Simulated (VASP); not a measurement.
Set up this calculation in VASP 6.6.1, as the native input.

| Property | Result |
| --- | --- |
| Task | single point |
| Functional | PBE |
| Potentials or basis | VASP PAW PBE potentials, release 64 (Ta_pv, N) |
| Cutoff | 520 eV |
| k mesh | 10 × 10 × 10 |
| Occupations | fermi-dirac, width 0.05 eV |
| Spin | no spin polarisation |
| Dipole correction | no |
| Further INCAR settings | ALGO = Normal; EDIFF = 1e-07; NBANDS = 15 |

The structure of TaN lies in POSCAR:

```
TaN
1.0
    0.0000000000      2.1934322028      2.1934322028
    2.1934322028      0.0000000000      2.1934322028
    2.1934322028      2.1934322028      0.0000000000
Ta N
1 1
Direct
    0.5000000000      0.5000000000      0.5000000000
    0.0000000000      0.0000000000      0.0000000000
```

These files were run (other wordings do the same):

INCAR

```
SYSTEM = TaN
PREC = Accurate
ENCUT = 520
EDIFF = 1E-7
ISMEAR = -1
SIGMA = 0.05
LREAL = .FALSE.
LASPH = .TRUE.
NELM = 60
ALGO = Normal
ISIF = 2
LWAVE = .FALSE.
LCHARG = .FALSE.
GGA = PE
NBANDS = 15
```

KPOINTS

```
Automatic mesh
0
G
  10 10 10
  0 0 0
```

Potentials or basis: VASP PAW PBE potentials, release 64 (Ta_pv, N).

Launch:

```console
$ cat potpaw_PBE.64/Ta_pv/POTCAR potpaw_PBE.64/N/POTCAR > POTCAR
$ mpirun -np 1 vasp_std > vasp.out
```

Results of the run:

```yaml
Pressure: 7.9 GPa
Band_gap_on_the_k_mesh: zero (band 8 reaches 11.55 eV, above the bottom of band 9 at 7.50 eV)
```

Caveat: spin-orbit coupling is left out, which moves the levels of the heavy elements.

It took 37 s on 1 thread of AMD EPYC 7R13 (shared host), peak memory 0.12 GiB.
